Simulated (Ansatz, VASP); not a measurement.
**One calculation of Ca, two programs**

Contents of INCAR:

```
SYSTEM = Ca
ALGO = Normal
EDIFF = 1E-6
ENCUT = 520
GGA = PS
ISIF = 2
ISMEAR = -1
LASPH = .TRUE.
LCHARG = .FALSE.
LREAL = .FALSE.
LWAVE = .FALSE.
NBANDS = 17
NELM = 80
PREC = Accurate
SIGMA = 0.1
```

File KPOINTS:

```
k-points
0
G
  11 11 6
  0 0 0
```

The input POSCAR:

```
Ca
1.0
    3.9542889307      0.0000000000      0.0000000000
   -1.9771444653      3.4245146679      0.0000000000
    0.0000000000      0.0000000000      6.5122169422
Ca
2
Direct
    0.3333333333      0.6666666667      0.2500000000
    0.6666666667      0.3333333333      0.7500000000
```

Input for Ansatz:

```yaml
crystal:
  lattice:
    - [3.9542889307, 0.0, 0.0]
    - [-1.9771444653, 3.4245146679, 0.0]
    - [0.0, 0.0, 6.5122169422]
  atoms:
    - { symbol: Ca, position: [0.3333333333, 0.6666666667, 0.25] }
    - { symbol: Ca, position: [0.6666666667, 0.3333333333, 0.75] }
hamiltonian:
  xc: pbesol
  pseudopotentials:
    kind: paw
    azcp:
      Ca: "pseudopotentials/Ca.paw.azcp"
basis:
  ecutwfc: 420
  fft_grid_basis: typed
kpoints:
  mp_grid: { grid: [11, 11, 6], shift: [0, 0, 0] }
magnetization:
  spin_polarized: false
scf:
  occupations: { method: fermi_dirac, width: 0.1 }
  lower_state_search: "off"
output:
  stress: true
```

Alike in both runs: task single point; functional PBEsol; k mesh 11 × 11 × 6; occupations fermi-dirac, width 0.1 eV; no spin polarisation.

|  | VASP | Ansatz |
| --- | --- | --- |
| version | VASP 6.6.1 | Ansatz 0.2.0 |
| potentials or method | VASP PAW PBE potentials, release 64 (Ca_sv), cutoff 520 eV | plane waves (420 eV) with PAW, scalar-relativistic |
| valence electrons in the cell | 20 | 20 |

|  | VASP | Ansatz | Ansatz less VASP |
| --- | --- | --- | --- |
| pressure (GPa) | -1.2 | -1.2 | -0.01 |
| traceless stress, the component that is largest in VASP (GPa) | -0.10 | -0.10 | -0.002 |

VASP's potentials were made for PBE, not for PBEsol, and Ansatz warns of the same on its side.
